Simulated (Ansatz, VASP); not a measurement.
# PtS2: VASP beside Ansatz

```
Pt S
1.0
     0.00000    2.98571    2.98571
     2.98571    0.00000    2.98571
     2.98571    2.98571    0.00000
Pt S
1 2
Direct
  0.00000 0.00000 0.00000
  0.25000 0.25000 0.25000
  0.75000 0.75000 0.75000
```

Alike in both runs: task electric field gradients; functional PBE; k mesh 11 × 11 × 11; occupations fermi-dirac, width 0.05 eV; no spin polarisation.

|  | VASP | Ansatz |
| --- | --- | --- |
| version | VASP 6.6.1 | Ansatz 0.2.0 |
| potentials or method | VASP PAW PBE potentials, release 64 (Pt, S), cutoff 520 eV | all-electron PAW with datasets made for the crystal, scalar-relativistic |

|  | VASP | Ansatz | Ansatz less VASP |
| --- | --- | --- | --- |
| pressure (GPa) | -0.2 | 0.1 | +0.27 |

Ansatz ran all-electron here, and VASP with PAW potentials.

Spin-orbit coupling is off throughout.
